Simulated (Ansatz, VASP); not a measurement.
## CdTe: VASP beside Ansatz

```
CELL_PARAMETERS angstrom
3.24470 3.24470 0.00000
-3.24470 3.24470 0.00000
0.00000 3.24470 3.24470
ATOMIC_POSITIONS crystal
Cd 0.00000 0.00000 0.00000
Te 0.75000 0.25000 0.50000
```

Change from the starting cell: unstrained.

Alike in both runs: task single point; functional PBEsol; k mesh 6 × 6 × 6; non-collinear spin, spin-orbit coupling.

|  | VASP | Ansatz |
| --- | --- | --- |
| version | VASP 6.6.1 | Ansatz 0.2.0 |
| potentials or method | VASP PAW PBE potentials, release 64 (Cd, Te), cutoff 520 eV | all-electron LAPW |
| occupations | gaussian, width 0.01 eV | fixed |

|  | VASP | Ansatz | Ansatz less VASP |
| --- | --- | --- | --- |
| pressure (GPa) | 0.2 | 0.0 | -0.17 |
| net moment per atom (μB) | 0.00 | 0.00 | 0.000 |

VASP's potentials were made for PBE, not for PBEsol. Ansatz ran all-electron here, and VASP with PAW potentials.
